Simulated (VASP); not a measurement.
# CsRh4 (Im-3m) in VASP: relaxation of cell and atoms with PBE

Aim: the relaxation of cell and atoms of CsRh4 with PBE.

All numbers are computed with VASP 6.6.1; they aren't measurements. Logs are shortened: lines on timing, memory, paths and dates and some standing lists are left out, and cuts for length are marked.

### Step 1. The cell of the first run

The structure is cubic, space group Im-3m (No. 229). Conventional cell: a = 5.877 Å, b = 5.877 Å, c = 5.877 Å, α = 90.00°, β = 90.00°, γ = 90.00°. Within 3.4 Å of Cs (site symmetry m-3m) lie 8 Rh at 2.54 Å. Within 3.4 Å of Rh (site symmetry -3m) lie 2 Cs at 2.54 Å and 6 Rh at 2.94 Å.

The cell was built from a structure type or drawn by symmetry, and may not be a known phase.

### Step 2. Relaxation of cell and atoms, PBE

Input file INCAR:

```
SYSTEM = CsRh4
PREC     = Accurate       ! precision mode
ENCUT    = 530            ! plane-wave cutoff, eV
EDIFF    = 1E-7           ! SCF threshold, eV
ISMEAR   = 0              ! smearing method
SIGMA    = 0.1            ! smearing width, eV
LREAL    = .False.        ! projectors in reciprocal space
LASPH    = .True.         ! aspherical terms in the spheres
NELM     = 120            ! most SCF steps
ALGO     = Normal         ! electronic algorithm
ISIF     = 3              ! what is computed and relaxed
LWAVE    = .False.        ! write WAVECAR
LCHARG   = .False.        ! write CHGCAR
GGA      = PE             ! functional
IBRION   = 2              ! ionic algorithm
NSW      = 100            ! ionic steps
EDIFFG   = -0.01          ! ionic threshold
GGA_COMPAT= .False.      
NELMIN   = 4
```

Input file KPOINTS:

```
Automatic mesh
0
Gamma
  10 10 10
  0 0 0
```

Input file POSCAR:

```
CsRh4
1.0
   -2.9383416000      2.9383416000      2.9383416000
    2.9383416000     -2.9383416000      2.9383416000
    2.9383416000      2.9383416000     -2.9383416000
Cs Rh
1 4
Direct
    0.0000000000      0.0000000000      0.0000000000
    0.5000000000      0.5000000000      0.5000000000
    0.5000000000      0.0000000000      0.0000000000
    0.0000000000      0.0000000000      0.5000000000
    0.0000000000      0.5000000000      0.0000000000
```

Potentials or basis: VASP PAW PBE potentials, release 64 (Cs_sv, Rh_sv_GW).

The run is started by

```bash
$ cat potpaw_PBE.64/Cs_sv/POTCAR potpaw_PBE.64/Rh_sv_GW/POTCAR > POTCAR
$ mpirun -np 1 vasp_std > vasp.out
```

OUTCAR:

```text
SYSTEM = CsRh4
   PREC = Accurate
   ENCUT = 530
   EDIFF = 1E-7
   ISMEAR = 0
   LREAL = .False.
   LASPH = .True.
   NELM = 120
   ISIF = 3
   GGA = PE
   IBRION = 2
   NSW = 100
   EDIFFG = -0.01
   NELMIN = 4

 ion  position               nearest neighbor table
   1  0.000  0.000  0.000-   2 2.54   3 2.54   4 2.54   5 2.54   4 2.54   5 2.54   3 2.54   2 2.54

   2  0.500  0.500  0.500-   1 2.54   1 2.54
   3  0.500  0.000  0.000-   1 2.54   1 2.54
   4  0.000  0.000  0.500-   1 2.54   1 2.54
   5  0.000  0.500  0.000-   1 2.54   1 2.54

  LATTYP: Found a body centered cubic cell.
 ALAT       =     5.8766832000

  Lattice vectors:

 A1 = (  -2.9383416000,   2.9383416000,   2.9383416000)
 A2 = (   2.9383416000,  -2.9383416000,   2.9383416000)
 A3 = (   2.9383416000,   2.9383416000,  -2.9383416000)

Analysis of symmetry for initial positions (statically):
=====================================================================
 Subroutine PRICEL returns:
 Original cell was already a primitive cell.

 Routine SETGRP: Setting up the symmetry group for a
 body centered cubic supercell.

 Subroutine GETGRP returns: Found 48 space group operations
 (whereof 48 operations were pure point group operations)
 out of a pool of 48 trial point group operations.

The static configuration has the point symmetry O_h .

Analysis of symmetry for dynamics (positions and initial velocities):
=====================================================================
 Subroutine PRICEL returns:
 Original cell was already a primitive cell.

 Routine SETGRP: Setting up the symmetry group for a
 body centered cubic supercell.

 Subroutine GETGRP returns: Found 48 space group operations
 (whereof 48 operations were pure point group operations)
 out of a pool of 48 trial point group operations.

The dynamic configuration has the point symmetry O_h .

 Subroutine INISYM returns: Found 48 space group operations
 (whereof 48 operations are pure point group operations),
 and found     1 'primitive' translations

----------------------------------------------------------------------------------------

                                     Primitive cell

  volume of cell :     101.4768

  direct lattice vectors                    reciprocal lattice vectors
    -2.938341600  2.938341600  2.938341600     0.000000000  0.170164014  0.170164014
     2.938341600 -2.938341600  2.938341600     0.170164014  0.000000000  0.170164014
     2.938341600  2.938341600 -2.938341600     0.170164014  0.170164014  0.000000000

  length of vectors
     5.089356941  5.089356941  5.089356941     0.240648256  0.240648256  0.240648256

  position of ions in fractional coordinates (direct lattice)
     0.000000000  0.000000000  0.000000000
     0.500000000  0.500000000  0.500000000
     0.500000000  0.000000000  0.000000000
     0.000000000  0.000000000  0.500000000
     0.000000000  0.500000000  0.000000000

  ion indices of the primitive-cell ions
   primitive index   ion index
                 1           1
                 2           2
                 3           3
                 4           4
                 5           5

----------------------------------------------------------------------------------------

 KPOINTS: Automatic mesh

Automatic generation of k-mesh.
 Grid dimensions read from file:
 generate k-points for:   10   10   10

 Generating k-lattice:

  Cartesian coordinates                     Fractional coordinates (reciprocal lattice)
     0.000000000  0.017016401  0.017016401     0.100000000  0.000000000  0.000000000
     0.017016401  0.000000000  0.017016401     0.000000000  0.100000000  0.000000000
     0.017016401  0.017016401  0.000000000     0.000000000  0.000000000  0.100000000

  Length of vectors
     0.024064826  0.024064826  0.024064826

  Shift w.r.t. Gamma in fractional coordinates (k-lattice)
     0.000000000  0.000000000  0.000000000

 Subroutine IBZKPT returns following result:
 ===========================================

 Found     47 irreducible k-points:

 Following reciprocal coordinates:
            Coordinates               Weight
  0.000000  0.000000  0.000000      1.000000
  0.100000  0.000000  0.000000     12.000000
  0.200000  0.000000  0.000000     12.000000
  0.300000  0.000000  0.000000     12.000000
  0.400000  0.000000  0.000000     12.000000
  0.500000  0.000000  0.000000      6.000000
[... 16 lines left out ...]
  0.300000  0.300000  0.100000      8.000000
 -0.300000  0.300000  0.100000     24.000000
 [... further k-points ...]
   k-points           NKPTS =     47   k-points in BZ     NKDIM =     47   number of bands    NBANDS=     46
   number of dos      NEDOS =    301   number of ions     NIONS =      5
   total plane-waves  NPLWV =  64000
   dimension x,y,z NGX =    40 NGY =   40 NGZ =   40
   dimension x,y,z NGXF=    80 NGYF=   80 NGZF=   80
   ions per type =               1   4
   NGX,Y,Z   is equivalent  to a cutoff of  13.07, 13.07, 13.07 a.u.
   NGXF,Y,Z  is equivalent  to a cutoff of  26.13, 26.13, 26.13 a.u.
 SYSTEM =  CsRh4
   PREC   = accura    normal or accurate (medium, high low for compatibility)
   ISTART =      0    job   : 0-new  1-cont  2-samecut
   ICHARG =      2    charge: 1-file 2-atom 10-const
   ISPIN  =      1    spin polarized calculation?
   LNONCOLLINEAR =      F non collinear calculations
   LSORBIT =      F    spin-orbit coupling
   LASPH  =      T    aspherical Exc in radial PAW
   ENCUT  =  530.0 eV  38.95 Ry    6.24 a.u.   9.55  9.55  9.55*2*pi/ulx,y,z
   NELM   =    120;   NELMIN=  4; NELMDL= -5     # of ELM steps
   EDIFF  = 0.1E-06   stopping-criterion for ELM
   LREAL  =      F    real-space projection
   EDIFFG = -.1E-01   stopping-criterion for IOM
   NSW    =    100    number of steps for IOM
   IBRION =      2    ionic relax: 0-MD 1-quasi-New 2-CG
   NFREE  =      1    steps in history (QN), initial steepest desc. (CG)
   ISIF   =      3    stress and relaxation
   ISYM   =      2    0-nonsym 1-usesym 2-fastsym
   POTIM  = 0.5000    time-step for ionic-motion
   TEBEG  =    0.0;   TEEND  =   0.0 temperature during run
   PSTRESS=    0.0 pullay stress
   NELECT =      77.0000    total number of electrons
   NUPDOWN=      -1.0000    fix difference up-down
   EMIN   =  10.00;   EMAX   =-10.00  energy-range for DOS
   EFERMI =   0.00;   METHOD = LEGACY
   ISMEAR =     0;   SIGMA  =   0.10  broadening in eV -4-tet -1-fermi 0-gaus
   EFERMI_NEDOS =   21; number of points for ismear=-14 and -15
   IALGO  =     38    algorithm
   IMIX   =      4    mixing-type and parameters
     AMIX     =   0.40;   BMIX     =  1.00
     AMIX_MAG =   1.60;   BMIX_MAG =  1.00
  volume/ion in A,a.u.               =      20.30       136.96
  Fermi-wavevector in a.u.,A,eV,Ry     =   1.493194  2.821727 30.335919  2.229627
  Thomas-Fermi vector in A             =   2.605625
   LORBIT       =      0    0 simple, 1 ext, 2 COOP (PROOUT), +10 PAW based schemes
   GGA     = PE    functional components
   LHFCALC =     F    Hartree Fock is set to
   AEXX    =    0.0000 exact exchange contribution
   IVDW    =     0    specifies the selected vdW correction
   LEPSILON=     F    determine dielectric tensor
   LRPA    =     F    only Hartree local field effects (RPA)
 conjugate gradient relaxation of ions
 non-spin polarized calculation
 Gauss-broadening in eV      SIGMA  =   0.10
  energy-cutoff  :      530.00
  volume of cell :      101.48
 maximum number of plane-waves:      2844
 NGX is ok and might be reduce to    40
   NGX = 19   NGY = 19   NGZ = 19

--------------------------------------- Ionic step        1  -------------------------------------------

 number of electron      76.9999982 magnetization

 Free energy of the ion-electron system (eV)
  ---------------------------------------------------
  ext. energy  EPLUGINS =         0.00000000
  ---------------------------------------------------
  free energy    TOTEN  =       -16.40631076 eV

  energy without entropy =      -16.35967026  energy(sigma->0) =      -16.38299051

------------------------ aborting loop because EDIFF is reached ----------------------------------------

  FORCE on cell =-STRESS in cart. coord.  units (eV):
  Direction    XX          YY          ZZ          XY          YZ          ZX
  --------------------------------------------------------------------------------------
  -------------------------------------------------------------------------------------
  Total        0.7567393      0.7567393      0.7567393     -0.0000000     -0.0000000     -0.0000000
  in kB       11.9478581     11.9478581     11.9478581     -0.0000000     -0.0000000     -0.0000000
  external PRESSURE =      11.9478581 kB  Pullay stress =       0.0000000 kB

 VOLUME and BASIS-vectors are now :
 -----------------------------------------------------------------------------
  energy-cutoff  :      530.00
  volume of cell :      101.48
      direct lattice vectors                 reciprocal lattice vectors
    -2.938341600  2.938341600  2.938341600     0.000000000  0.170164014  0.170164014
     2.938341600 -2.938341600  2.938341600     0.170164014  0.000000000  0.170164014
     2.938341600  2.938341600 -2.938341600     0.170164014  0.170164014  0.000000000
[... 40 lines left out ...]
 POSITION                                       TOTAL-FORCE (eV/Angst)
 -----------------------------------------------------------------------------------
      0.00000     -0.00000      0.00000        -0.000000     -0.000000     -0.000000
      1.47990      1.47990      1.47990         0.000000     -0.000000     -0.000000
     -1.47990      1.47990      1.47990        -0.000000      0.000000      0.000000
      1.47990      1.47990      4.43969         0.000000      0.000000     -0.000000
      1.47990      4.43969      1.47990        -0.000000     -0.000000      0.000000
 -----------------------------------------------------------------------------------
    total drift:                               -0.000000     -0.000000      0.000000

  FREE ENERGIE OF THE ION-ELECTRON SYSTEM (eV)
  ---------------------------------------------------
  free  energy   TOTEN  =       -16.4071192808 eV

  energy  without entropy=      -16.3590163723  energy(sigma->0) =      -16.38306783

--------------------------------------- Ionic step        3  -------------------------------------------

 number of electron      76.9999999 magnetization

 Free energy of the ion-electron system (eV)
  ---------------------------------------------------
  ext. energy  EPLUGINS =         0.00000000
  ---------------------------------------------------
  free energy    TOTEN  =       -16.41060531 eV

  energy without entropy =      -16.36315736  energy(sigma->0) =      -16.38688133

 E-fermi :   5.7667     XC(G=0): -11.4829

 val. band max:        5.7627664062   @ k =  -0.1000   0.1000   0.1000
 cond. band min:       5.7701213646   @ k =  -0.3000   0.4000   0.1000
 fundamental gap:      0.0073549584
 Fermi energy:         5.7666923671

 k-point     1 :       0.0000    0.0000    0.0000
  band No.  band energies     occupation
      1     -71.8301      2.00000
      2     -71.8071      2.00000
      3     -71.8071      2.00000
      4     -71.8071      2.00000
      5     -40.0803      2.00000
      6     -40.0803      2.00000
[... 1165 lines left out ...]
     45      11.1529      0.00000
     46      11.3877      0.00000

 [... further k-points ...]

------------------------ aborting loop because EDIFF is reached ----------------------------------------

  FORCE on cell =-STRESS in cart. coord.  units (eV):
  Direction    XX          YY          ZZ          XY          YZ          ZX
  --------------------------------------------------------------------------------------
  -------------------------------------------------------------------------------------
  Total       -0.0042404     -0.0042404     -0.0042404      0.0000000     -0.0000000      0.0000000
  in kB       -0.0661877     -0.0661877     -0.0661877      0.0000000     -0.0000000      0.0000000
  external PRESSURE =      -0.0661877 kB  Pullay stress =       0.0000000 kB

 VOLUME and BASIS-vectors are now :
 -----------------------------------------------------------------------------
  energy-cutoff  :      530.00
  volume of cell :      102.65
      direct lattice vectors                 reciprocal lattice vectors
    -2.949579973  2.949579973  2.949579973     0.000000000  0.169515661  0.169515661
     2.949579973 -2.949579973  2.949579973     0.169515661  0.000000000  0.169515661
     2.949579973  2.949579973 -2.949579973     0.169515661  0.169515661  0.000000000

 POSITION                                       TOTAL-FORCE (eV/Angst)
 -----------------------------------------------------------------------------------
      0.00000     -0.00000      0.00000        -0.000000     -0.000000      0.000000
      1.47479      1.47479      1.47479         0.000000      0.000000      0.000000
     -1.47479      1.47479      1.47479        -0.000000     -0.000000      0.000000
      1.47479      1.47479     -1.47479        -0.000000     -0.000000     -0.000000
      1.47479     -1.47479      1.47479         0.000000      0.000000      0.000000
 -----------------------------------------------------------------------------------
    total drift:                                0.000000     -0.000000      0.000000

  FREE ENERGIE OF THE ION-ELECTRON SYSTEM (eV)
  ---------------------------------------------------
  free  energy   TOTEN  =       -16.4106053091 eV

  energy  without entropy=      -16.3631573609  energy(sigma->0) =      -16.38688133

 reached required accuracy - stopping structural energy minimisation
```

Wall time 5.6 min (1 thread of Intel Xeon 6975P-C (Granite Rapids), shared host); peak memory 0.38 GiB.

Results:

```
Free energy                           : -16.4106 eV
Relaxed volume                        : 20.53 Å³/atom
Relaxed cell                          : a = 5.109 Å, b = 5.109 Å, c = 5.109 Å, α = 109.47°, β = 109.47°, γ = 109.47°
Space group after relaxing (to 0.1 Å) : Im-3m (No. 229)
Energy gained by relaxing             : 0.9 meV/atom
Ionic steps                           : 3
Pressure after relaxing               : 0.0 GPa
Band gap on the k mesh                : zero (an odd number of electrons rules out a gap without spin polarisation)
```

Step by step:
| step | energy change (eV) | largest force (eV/Å) | pressure (GPa) | volume (Å³) |
| --- | --- | --- | --- | --- |
| 1 | 0.0000 | 0.0000 | 1.19 | 101.48 |
| 2 | -0.0008 | 0.0000 | -1.04 | 103.72 |
| 3 | -0.0043 | 0.0000 | -0.01 | 102.65 |

Final structure:
```cif
data_structure
_symmetry_space_group_name_H-M 'P 1'
_symmetry_Int_Tables_number 1
_cell_length_a 5.1088
_cell_length_b 5.1088
_cell_length_c 5.1088
_cell_angle_alpha 109.471
_cell_angle_beta 109.471
_cell_angle_gamma 109.471
_cell_volume 102.65
loop_
_atom_site_label
_atom_site_type_symbol
_atom_site_fract_x
_atom_site_fract_y
_atom_site_fract_z
_atom_site_occupancy
Cs1 Cs 0.00000 0.00000 0.00000 1
Rh1 Rh 0.50000 0.50000 0.50000 1
Rh2 Rh 0.50000 0.00000 0.00000 1
Rh3 Rh 0.00000 0.00000 0.50000 1
Rh4 Rh 0.00000 0.50000 0.00000 1
```

Caveat: spin-orbit coupling is left out, which moves the levels of the heavy elements.
